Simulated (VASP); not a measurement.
# CaF2 (I4/mmm) in VASP: single point with HSE06

Aim: the single point of CaF2 with HSE06.

Program: VASP 6.6.1. These are calculated values, not measurements. Logs are shortened: lines on timing, memory, paths and dates and some standing lists are left out, and cuts for length are marked.

## Step 1: The cell of the first run

Symmetry: I4/mmm, No. 139, tetragonal system. Conventional cell: a = 3.846 Å, b = 3.846 Å, c = 5.403 Å, α = 90.00°, β = 90.00°, γ = 90.00°. Within 3.1 Å of Ca (site symmetry 4/mmm) lie 8 F at 2.35 Å. Within 3.1 Å of F (site symmetry -4m2) lie 4 Ca at 2.35 Å and 6 F at 2.70 to 2.72 Å.

## Step 2: Single point, HSE06 (uniaxial z strain -0.7%)

The input, POSCAR:

```
CaF2
1.0
    0.0000000000      2.7195928860      2.7016435730
    2.7195928860      0.0000000000      2.7016435730
    2.7195928860      2.7195928860      0.0000000000
Ca F
1 2
Direct
    0.0000000000      0.0000000000      0.0000000000
    0.2500000000      0.2500000000      0.2500000000
    0.7500000000      0.7500000000      0.7500000000
```

The input, INCAR.step1:

```
SYSTEM = CaF2
ALGO = Normal ; EDIFF = 1E-5
ENCUT = 520 ; GGA = PE
GGA_COMPAT = .False. ; ISIF = 2
ISMEAR = 0 ; KPAR = 4
LASPH = .True. ; LCHARG = .False.
LREAL = .False. ; LWAVE = .True.
NBANDS = 19 ; NELM = 120
PREC = Accurate ; SIGMA = 0.01
```

The input, INCAR.step2:

```
SYSTEM = CaF2
ALGO = Normal ; EDIFF = 1E-6
ENCUT = 520 ; GGA = PE
GGA_COMPAT = .False. ; HFSCREEN = 0.2079
ISIF = 2 ; ISMEAR = 0
ISTART = 1 ; KPAR = 4
LASPH = .True. ; LCHARG = .False.
LHFCALC = .True. ; LREAL = .False.
LWAVE = .False. ; NBANDS = 19
NELM = 120 ; PREC = Accurate
PRECFOCK = Normal ; SIGMA = 0.01
```

The input, KPOINTS:

```
k-points
0
Gamma
  6 6 6
  0 0 0
```

Potentials or basis: VASP PAW PBE potentials, release 64 (Ca_sv, F).

Command:

```
$ cat potpaw_PBE.64/Ca_sv/POTCAR potpaw_PBE.64/F/POTCAR > POTCAR
$ cp INCAR.step1 INCAR
$ mpirun -np 4 vasp_std > vasp.out
$ cp INCAR.step2 INCAR
$ mpirun -np 4 vasp_std > vasp.out
```

OUTCAR:

```text
SYSTEM = CaF2
   EDIFF = 1E-6
   ENCUT = 520
   GGA = PE
   HFSCREEN = 0.2079
   ISIF = 2
   ISMEAR = 0
   ISTART = 1
   LASPH = .True.
   LHFCALC = .True.
   LREAL = .False.
   NELM = 120
   PREC = Accurate
   PRECFOCK = Normal

 ion  position               nearest neighbor table
   1  0.000  0.000  0.000-   3 2.35   3 2.35   3 2.35   2 2.35   3 2.35   2 2.35   2 2.35   2 2.35

   2  0.250  0.250  0.250-   1 2.35   1 2.35   1 2.35   1 2.35
   3  0.750  0.750  0.750-   1 2.35   1 2.35   1 2.35   1 2.35

  LATTYP: Found a body centered tetragonal cell.
 ALAT       =     3.8460851435
 C/A-ratio  =     1.4048797529

  Lattice vectors:

 A1 = (   0.0000000000,  -2.7195928860,  -2.7016435730)
 A2 = (   0.0000000000,   2.7195928860,  -2.7016435730)
 A3 = (   2.7195928860,   0.0000000000,   2.7016435730)

Analysis of symmetry for initial positions (statically):
=====================================================================
 Subroutine PRICEL returns:
 Original cell was already a primitive cell.

 Routine SETGRP: Setting up the symmetry group for a
 body centered tetragonal supercell.

 Subroutine GETGRP returns: Found 16 space group operations
 (whereof 16 operations were pure point group operations)
 out of a pool of 16 trial point group operations.

The static configuration has the point symmetry D_4h.

Analysis of symmetry for dynamics (positions and initial velocities):
=====================================================================
 Subroutine PRICEL returns:
 Original cell was already a primitive cell.

 Routine SETGRP: Setting up the symmetry group for a
 body centered tetragonal supercell.

 Subroutine GETGRP returns: Found 16 space group operations
 (whereof 16 operations were pure point group operations)
 out of a pool of 16 trial point group operations.

The dynamic configuration has the point symmetry D_4h.

 Subroutine INISYM returns: Found 16 space group operations
 (whereof 16 operations are pure point group operations),
 and found     1 'primitive' translations

----------------------------------------------------------------------------------------

                                     Primitive cell

  volume of cell :      39.9637

  direct lattice vectors                    reciprocal lattice vectors
     0.000000000  2.719592886  2.701643573    -0.183851047  0.183851047  0.185072526
     2.719592886  0.000000000  2.701643573     0.183851047 -0.183851047  0.185072526
     2.719592886  2.719592886  0.000000000     0.183851047  0.183851047 -0.185072526

  length of vectors
[... 89 lines left out ...]
   NFREE  =      0    steps in history (QN), initial steepest desc. (CG)
   ISIF   =      2    stress and relaxation
   ISYM   =      3    0-nonsym 1-usesym 2-fastsym
   POTIM  = 0.5000    time-step for ionic-motion
   TEBEG  =    0.0;   TEEND  =   0.0 temperature during run
   PSTRESS=    0.0 pullay stress
   NELECT =      24.0000    total number of electrons
   NUPDOWN=      -1.0000    fix difference up-down
   EMIN   =  10.00;   EMAX   =-10.00  energy-range for DOS
   EFERMI =   0.00;   METHOD = LEGACY
   ISMEAR =     0;   SIGMA  =   0.01  broadening in eV -4-tet -1-fermi 0-gaus
   EFERMI_NEDOS =   21; number of points for ismear=-14 and -15
   IALGO  =     38    algorithm
   IMIX   =      1    mixing-type and parameters
     AMIX     =   0.40;   BMIX     =  1.00
     AMIX_MAG =   1.60;   BMIX_MAG =  1.00
  volume/ion in A,a.u.               =      13.32        89.90
  Fermi-wavevector in a.u.,A,eV,Ry     =   1.381200  2.610090 25.956024  1.907714
  Thomas-Fermi vector in A             =   2.506007
   LORBIT       =      0    0 simple, 1 ext, 2 COOP (PROOUT), +10 PAW based schemes
   GGA     = PE    functional components
   LHFCALC =     T    Hartree Fock is set to
   PRECFOCK=normal    Normal, Fast or Accurate (Low or Medium for compatibility)
   ENCUT4O =  -1.0   cutoff for four orbital integrals eV
   NKREDX  =     1    reduce k-point grid by
   NKREDY  =     1    reduce k-point grid by
   NKREDZ  =     1    reduce k-point grid by
   AEXX    =    0.2500 exact exchange contribution
   HFSCREEN=    0.2079 screening length (either q_TF or 0.3 A-1)
   HFSCREENC=   0.2079 screening length for correlation (either q_TF or 0.3 A-1)
   ENCUTFOCK=  -1.0 apply spherical cutoff to Coloumb kernel
   IVDW    =     0    specifies the selected vdW correction
   LEPSILON=     F    determine dielectric tensor
   LRPA    =     F    only Hartree local field effects (RPA)
 non-spin polarized calculation
 Gauss-broadening in eV      SIGMA  =   0.01
  energy-cutoff  :      520.00
  volume of cell :       39.96
 maximum number of plane-waves:      1098
 NGX is ok and might be reduce to    30
  NGX = 24; NGY = 24; NGZ = 24

 number of electron      23.9999982 magnetization

 Free energy of the ion-electron system (eV)
  ---------------------------------------------------
  ext. energy  EPLUGINS =         0.00000000
  ---------------------------------------------------
  free energy    TOTEN  =       -20.58869434 eV

  energy without entropy =      -20.58869434  energy(sigma->0) =      -20.58869434

 E-fermi :  -2.2855     XC(G=0):  -7.9765

 val. band max:       -2.4466523425   @ k =   0.5000   0.5000   0.0000
 cond. band min:       6.9882851109   @ k =   0.0000   0.0000   0.0000
 fundamental gap:      9.4349374534
 Fermi energy:        -2.2855156337

 k-point     1 :       0.0000    0.0000    0.0000
  band No.  band energies     occupation
      1     -40.4173      2.00000
      2     -24.0596      2.00000
      3     -23.2284      2.00000
      4     -19.8893      2.00000
      5     -19.8874      2.00000
      6     -19.8874      2.00000
[... 505 lines left out ...]
      6     -19.3713      2.00000
[... 11 lines left out ...]
     18      12.8699      0.00000
     19      15.5878      0.00000

 [... further k-points ...]
[... 5 lines left out ...]
  --------------------------------------------------------------------------------------
  -------------------------------------------------------------------------------------
  Total        0.5425279      0.5425279      0.7460227      0.0000000     -0.0000000     -0.0000000
  in kB       21.7503797     21.7503797     29.9086470      0.0000000     -0.0000000     -0.0000000
  external PRESSURE =      24.4698021 kB  Pullay stress =       0.0000000 kB

 VOLUME and BASIS-vectors are now :
 -----------------------------------------------------------------------------
  energy-cutoff  :      520.00
  volume of cell :       39.96
      direct lattice vectors                 reciprocal lattice vectors
     0.000000000  2.719592886  2.701643573    -0.183851047  0.183851047  0.185072526
     2.719592886  0.000000000  2.701643573     0.183851047 -0.183851047  0.185072526
     2.719592886  2.719592886  0.000000000     0.183851047  0.183851047 -0.185072526

 POSITION                                       TOTAL-FORCE (eV/Angst)
 -----------------------------------------------------------------------------------
      0.00000      0.00000      0.00000         0.000000     -0.000000      0.000000
      1.35980      1.35980      1.35082         0.000000      0.000000      0.000000
      4.07939      4.07939      4.05247        -0.000000     -0.000000     -0.000000
 -----------------------------------------------------------------------------------
    total drift:                                0.000000     -0.000000     -0.000000

  FREE ENERGIE OF THE ION-ELECTRON SYSTEM (eV)
  ---------------------------------------------------
  free  energy   TOTEN  =       -20.5886943445 eV

  energy  without entropy=      -20.5886943445  energy(sigma->0) =      -20.58869434
```

OUTCAR.step1:

```text
SYSTEM = CaF2
   EDIFF = 1E-5
   ENCUT = 520
   GGA = PE
   ISIF = 2
   ISMEAR = 0
[... 756 lines left out ...]
      0.00000      0.00000      0.00000        -0.000000      0.000000      0.000000
      1.35980      1.35980      1.35082        -0.000000     -0.000000      0.000000
      4.07939      4.07939      4.05247         0.000000      0.000000      0.000000
 -----------------------------------------------------------------------------------
    total drift:                                0.000000     -0.000000      0.000000

  FREE ENERGIE OF THE ION-ELECTRON SYSTEM (eV)
  ---------------------------------------------------
  free  energy   TOTEN  =       -17.3105907654 eV

  energy  without entropy=      -17.3105907654  energy(sigma->0) =      -17.31059077
```

It took 55 min on 4 MPI ranks of AMD EPYC 7R43 (Zen 3), shared host; peak memory 0.26 GiB.

What came out:

| Quantity | Value |
| --- | --- |
| Free energy | -20.5887 eV |
| Pressure | 2.4 GPa |
| Band gap on the k mesh | 9.44 eV (least direct gap 9.70 eV) |

Stress tensor (GPa, compression positive):
```
2.18 0.00 0.00
0.00 2.18 0.00
0.00 0.00 2.99
```

Caveat: the cell differs from its parent crystal (uniaxial z strain -0.7%); the PAW data sets were made with another functional, which shifts forces and pressure a little. A k mesh can miss the band edges.
